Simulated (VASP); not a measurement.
# PtSe2 (P-3m1) in VASP: notebook

Aim: see how the results for PtSe2 move with the level of theory and the settings. Levels: r2SCAN, HSE06. Tasks: single point.

All numbers are computed with VASP 6.6.1; they aren't measurements. Logs are shortened: lines on timing, memory, paths and dates and some standing lists are left out, and cuts for length are marked.

### 1 The cell of the first run

It takes space group P-3m1 (No. 164, trigonal). The conventional cell has a = 3.729 Å, b = 3.729 Å, c = 5.277 Å, α = 90.00°, β = 90.00°, γ = 120.00°. Within 3.3 Å of Pt (site symmetry -3m) lie 6 Se at 2.51 Å. Within 3.5 Å of Se (site symmetry 3m) lie 3 Pt at 2.51 Å and 6 Se at 3.37 to 3.44 Å.

### 2 Single point, r2SCAN

Contents of POSCAR:

```
PtSe2
1.0
    3.7286599563      0.0000000000      0.0000000000
   -1.8643299782      3.2291142443      0.0000000000
    0.0000000000      0.0000000000      5.2770335836
Pt Se
1 2
Direct
    0.0000000000      0.0000000000      0.0000000000
    0.3333333333      0.6666666667      0.2462223015
    0.6666666667      0.3333333333      0.7537776985
```

Contents of INCAR.step1:

```
SYSTEM = PtSe2
ALGO     = Normal         ! electronic algorithm
EDIFF    = 1E-4           ! SCF threshold, eV
ENCUT    = 520            ! plane-wave cutoff, eV
GGA      = PE             ! functional
ISMEAR   = -1             ! smearing method
LASPH    = .True.         ! aspherical terms in the spheres
LCHARG   = .False.        ! write CHGCAR
LREAL    = .False.        ! projectors in reciprocal space
LWAVE    = .True.         ! write WAVECAR
NBANDS   = 18             ! bands
NELM     = 80             ! most SCF steps
PREC     = Accurate       ! precision mode
SIGMA    = 0.02           ! smearing width, eV
```

Contents of INCAR.step2:

```
SYSTEM = PtSe2
ALGO     = Normal         ! electronic algorithm
EDIFF    = 1E-7           ! SCF threshold, eV
ENCUT    = 520            ! plane-wave cutoff, eV
ISIF     = 2              ! what is computed and relaxed
ISMEAR   = -1             ! smearing method
ISTART   = 1            
LASPH    = .True.         ! aspherical terms in the spheres
LCHARG   = .True.         ! write CHGCAR
LELF     = .True.         ! ELF
LMIXTAU  = .True.       
LREAL    = .False.        ! projectors in reciprocal space
LVHAR    = .True.       
LWAVE    = .False.        ! write WAVECAR
METAGGA  = R2SCAN         ! meta-GGA
NBANDS   = 18             ! bands
NELM     = 80             ! most SCF steps
PREC     = Accurate       ! precision mode
SIGMA    = 0.02           ! smearing width, eV
```

Contents of KPOINTS:

```
k-points
0
Gamma
  6 6 4
  0 0 0
```

Potentials or basis: VASP PAW PBE potentials, release 64 (Pt, Se).

The run is started by

```bash
cat potpaw_PBE.64/Pt/POTCAR potpaw_PBE.64/Se/POTCAR > POTCAR
cp INCAR.step1 INCAR
mpirun -np 1 vasp_std > vasp.out
cp INCAR.step2 INCAR
mpirun -np 1 vasp_std > vasp.out
```

OUTCAR:

```text
SYSTEM = PtSe2
   EDIFF = 1E-7
   ENCUT = 520
   ISIF = 2
   ISMEAR = -1
   ISTART = 1
   LASPH = .True.
   LREAL = .False.
   METAGGA = R2SCAN
   NELM = 80
   PREC = Accurate

 ion  position               nearest neighbor table
   1  0.000  0.000  0.000-   2 2.51   3 2.51   3 2.51   2 2.51   3 2.51   2 2.51
   2  0.333  0.667  0.246-   1 2.51   1 2.51   1 2.51
   3  0.667  0.333  0.754-   1 2.51   1 2.51   1 2.51

  LATTYP: Found a hexagonal cell.
 ALAT       =     3.7286599563
 C/A-ratio  =     1.4152627607

  Lattice vectors:

 A1 = (   3.7286599563,   0.0000000000,   0.0000000000)
 A2 = (  -1.8643299782,   3.2291142443,   0.0000000000)
 A3 = (   0.0000000000,   0.0000000000,   5.2770335836)

Analysis of symmetry for initial positions (statically):
=====================================================================
 Subroutine PRICEL returns:
 Original cell was already a primitive cell.

 Routine SETGRP: Setting up the symmetry group for a
 hexagonal supercell.

 Subroutine GETGRP returns: Found 12 space group operations
 (whereof 12 operations were pure point group operations)
 out of a pool of 24 trial point group operations.

The static configuration has the point symmetry D_3d.

Analysis of symmetry for dynamics (positions and initial velocities):
=====================================================================
 Subroutine PRICEL returns:
 Original cell was already a primitive cell.

 Routine SETGRP: Setting up the symmetry group for a
 hexagonal supercell.

 Subroutine GETGRP returns: Found 12 space group operations
 (whereof 12 operations were pure point group operations)
 out of a pool of 24 trial point group operations.

The dynamic configuration has the point symmetry D_3d.

 Subroutine INISYM returns: Found 12 space group operations
 (whereof 12 operations are pure point group operations),
 and found     1 'primitive' translations

----------------------------------------------------------------------------------------

                                     Primitive cell

  volume of cell :      63.5369

  direct lattice vectors                    reciprocal lattice vectors
     3.728659956  0.000000000  0.000000000     0.268192866  0.154841223  0.000000000
[... 82 lines left out ...]
   LNONCOLLINEAR =      F non collinear calculations
   LSORBIT =      F    spin-orbit coupling
   LASPH  =      T    aspherical Exc in radial PAW
   ENCUT  =  520.0 eV  38.22 Ry    6.18 a.u.   6.93  6.93  9.81*2*pi/ulx,y,z
   NELM   =     80;   NELMIN=  2; NELMDL=  0     # of ELM steps
   EDIFF  = 0.1E-06   stopping-criterion for ELM
   LREAL  =      F    real-space projection
   EDIFFG = 0.1E-05   stopping-criterion for IOM
   NSW    =      0    number of steps for IOM
   IBRION =     -1    ionic relax: 0-MD 1-quasi-New 2-CG
   NFREE  =      0    steps in history (QN), initial steepest desc. (CG)
   ISIF   =      2    stress and relaxation
   ISYM   =      2    0-nonsym 1-usesym 2-fastsym
   POTIM  = 0.5000    time-step for ionic-motion
   TEBEG  =    0.0;   TEEND  =   0.0 temperature during run
   PSTRESS=    0.0 pullay stress
   NELECT =      22.0000    total number of electrons
   NUPDOWN=      -1.0000    fix difference up-down
   EMIN   =  10.00;   EMAX   =-10.00  energy-range for DOS
   EFERMI =   0.00;   METHOD = LEGACY
   ISMEAR =    -1;   SIGMA  =   0.02  broadening in eV -4-tet -1-fermi 0-gaus
   EFERMI_NEDOS =   21; number of points for ismear=-14 and -15
   IALGO  =     38    algorithm
   IMIX   =      4    mixing-type and parameters
     AMIX     =   0.40;   BMIX     =  1.00
     AMIX_MAG =   1.60;   BMIX_MAG =  1.00
  volume/ion in A,a.u.               =      21.18       142.92
  Fermi-wavevector in a.u.,A,eV,Ry     =   1.149583  2.172397 17.980661  1.321541
  Thomas-Fermi vector in A             =   2.286252
   LORBIT       =      0    0 simple, 1 ext, 2 COOP (PROOUT), +10 PAW based schemes
   METAGGA = R2SCAN    functional components
   LHFCALC =     F    Hartree Fock is set to
   AEXX    =    0.0000 exact exchange contribution
   IVDW    =     0    specifies the selected vdW correction
   LEPSILON=     F    determine dielectric tensor
   LRPA    =     F    only Hartree local field effects (RPA)
 non-spin polarized calculation
  energy-cutoff  :      520.00
  volume of cell :       63.54
 maximum number of plane-waves:      1728
   NGX = 13   NGY = 13   NGZ = 19

 number of electron      21.9999999 magnetization

 Free energy of the ion-electron system (eV)
  ---------------------------------------------------
  ext. energy  EPLUGINS =         0.00000000
  ---------------------------------------------------
  free energy    TOTEN  =       -81.47229975 eV

  energy without entropy =      -81.47149979  energy(sigma->0) =      -81.47189977

 E-fermi :   5.8968     XC(G=0): -11.0034

 val. band max:        5.5816221409   @ k =   0.0000   0.1667   0.2500
 cond. band min:       5.9250360495   @ k =   0.3333   0.3333   0.0000
 fundamental gap:      0.3434139086
 Fermi energy:         5.8968366963

 k-point     1 :       0.0000    0.0000    0.0000
  band No.  band energies     occupation
      1     -10.2455      2.00000
      2      -7.6616      2.00000
      3      -1.4407      2.00000
      4      -0.7234      2.00000
      5      -0.7234      2.00000
      6       1.6538      2.00000
[... 481 lines left out ...]
      5      -0.6550      2.00000
      6       1.1560      2.00000
[... 10 lines left out ...]
     17      13.8225      0.00000
     18      16.2610      0.00000

------------------------ aborting loop because EDIFF is reached ----------------------------------------

  FORCE on cell =-STRESS in cart. coord.  units (eV):
  Direction    XX          YY          ZZ          XY          YZ          ZX
  --------------------------------------------------------------------------------------
  -------------------------------------------------------------------------------------
  Total        0.5864959      0.5864959      0.5346798     -0.0000000      0.0000000     -0.0000000
  in kB       14.7893635     14.7893635     13.4827446     -0.0000000      0.0000000     -0.0000000
  external PRESSURE =      14.3538239 kB  Pullay stress =       0.0000000 kB

 VOLUME and BASIS-vectors are now :
 -----------------------------------------------------------------------------
  energy-cutoff  :      520.00
  volume of cell :       63.54
      direct lattice vectors                 reciprocal lattice vectors
     3.728659956  0.000000000  0.000000000     0.268192866  0.154841223  0.000000000
    -1.864329978  3.229114244  0.000000000     0.000000000  0.309682447  0.000000000
     0.000000000  0.000000000  5.277033584     0.000000000  0.000000000  0.189500405

 POSITION                                       TOTAL-FORCE (eV/Angst)
 -----------------------------------------------------------------------------------
      0.00000      0.00000      0.00000        -0.000000      0.000000      0.000000
     -0.00000      2.15274      1.29932         0.000000     -0.000000     -0.009287
      1.86433      1.07637      3.97771        -0.000000      0.000000      0.009287
 -----------------------------------------------------------------------------------
    total drift:                               -0.000000      0.000000      0.000000

  FREE ENERGIE OF THE ION-ELECTRON SYSTEM (eV)
  ---------------------------------------------------
  free  energy   TOTEN  =       -81.4722997485 eV

  energy  without entropy=      -81.4714997893  energy(sigma->0) =      -81.47189977
```

OUTCAR.step1:

```text
SYSTEM = PtSe2
   EDIFF = 1E-4
   ENCUT = 520
   GGA = PE
   ISMEAR = -1
   LASPH = .True.
[... 725 lines left out ...]
      0.00000      0.00000      0.00000        -0.000000      0.000000      0.000000
     -0.00000      2.15274      1.29932        -0.000000      0.000000      0.171935
      1.86433      1.07637      3.97771         0.000000     -0.000000     -0.171935
 -----------------------------------------------------------------------------------
    total drift:                               -0.000000      0.000000      0.000000

  FREE ENERGIE OF THE ION-ELECTRON SYSTEM (eV)
  ---------------------------------------------------
  free  energy   TOTEN  =       -14.2473747483 eV

  energy  without entropy=      -14.2466527471  energy(sigma->0) =      -14.24701375
```

Run time: 92 s. Hardware: 1 thread of Intel Xeon Platinum 8375C at 2.90GHz (Ice Lake), shared host; peak memory 0.19 GiB.

What came out:

```
Free energy            : -81.4723 eV
Pressure               : 1.4 GPa
Largest force          : 0.009 eV/Å
Band gap on the k mesh : zero (bands 11 and 12 overlap by 0.02 eV)
```

Forces on the atoms (eV/Å):
```
Pt   0.000  0.000  0.000
Se   0.000  0.000 -0.009
Se   0.000  0.000  0.009
```

Caveat: the PAW data sets were made with another functional, which shifts forces and pressure a little; spin-orbit coupling is left out, which moves the levels of the heavy elements.

### 3 Single point, HSE06

POSCAR is that of step 2.

Contents of INCAR.step1:

```
SYSTEM = PtSe2
  ALGO = Normal
  EDIFF = 1E-5
  ENCUT = 520
  GGA = PE
  ISIF = 2
  ISMEAR = -1
  LASPH = .True.
  LREAL = .False.
  LWAVE = .True.
  NBANDS = 18
  NELM = 100
  PREC = Accurate
  SIGMA = 0.02
```

Contents of INCAR.step2:

```
SYSTEM = PtSe2
  ALGO = Normal
  EDIFF = 1E-6
  ENCUT = 520
  GGA = PE
  HFSCREEN = 0.2079
  ISIF = 2
  ISMEAR = -1
  ISTART = 1
  LASPH = .True.
  LCHARG = .True.
  LELF = .True.
  LHFCALC = .True.
  LREAL = .False.
  LVHAR = .True.
  LWAVE = .False.
  NBANDS = 18
  NELM = 100
  PREC = Accurate
  PRECFOCK = Normal
  SIGMA = 0.02
```

Contents of KPOINTS:

```
k-points
0
Gamma
  6 6 2
  0 0 0
```

Potentials or basis: VASP PAW PBE potentials, release 64 (Pt, Se).

The run is started by

```bash
cat potpaw_PBE.64/Pt/POTCAR potpaw_PBE.64/Se/POTCAR > POTCAR
cp INCAR.step1 INCAR
mpirun -np 1 vasp_std > vasp.out
cp INCAR.step2 INCAR
mpirun -np 1 vasp_std > vasp.out
```

Wall time 26 min (1 thread of Intel Xeon Platinum 8375C at 2.90GHz (Ice Lake), shared host); peak memory 0.3 GiB.

It converged, with:

| Quantity | Value |
| --- | --- |
| Free energy | -17.2250 eV |
| Pressure | -0.7 GPa |
| Largest force | 0.301 eV/Å |
| Band gap on the k mesh | 0.18 eV (least direct gap 1.69 eV) |

Forces in eV/Å, atoms in the order of the input:
```
Pt   0.000  0.000  0.000
Se   0.000  0.000 -0.301
Se   0.000  0.000  0.301
```

Stress tensor (GPa, compression positive):
```
-0.96  0.00  0.00
 0.00 -0.96  0.00
 0.00  0.00 -0.24
```

Levels at points of the mesh, in eV from the valence-band top:
| k point | band 7 | band 8 | band 9 | band 10 | band 11 | band 12 | band 13 | band 14 | band 15 | band 16 |
| --- | --- | --- | --- | --- | --- | --- | --- | --- | --- | --- |
| (0.00, 0.00, 0.00) | -5.12 | -3.60 | -1.41 | -1.41 | 0.00 | 1.69 | 1.69 | 4.19 | 4.64 | 7.94 |
| (0.50, 0.00, 0.00) | -4.65 | -4.49 | -4.19 | -3.92 | -3.76 | 0.91 | 2.47 | 5.11 | 6.17 | 7.52 |
| (0.00, 0.00, 0.50) | -5.15 | -3.38 | -2.48 | -1.76 | -1.76 | 2.42 | 2.42 | 5.17 | 6.76 | 7.45 |
| (0.50, 0.00, 0.50) | -4.65 | -4.54 | -4.22 | -3.34 | -1.97 | 1.26 | 1.79 | 4.80 | 5.24 | 7.41 |

Caveat: the k points lie up to 0.60 Å⁻¹ apart; the PAW data sets were made with another functional, which shifts forces and pressure a little; spin-orbit coupling is left out, which moves the levels of the heavy elements.

The gap in the log of VASP goes by the Fermi energy; the results here count the filled bands.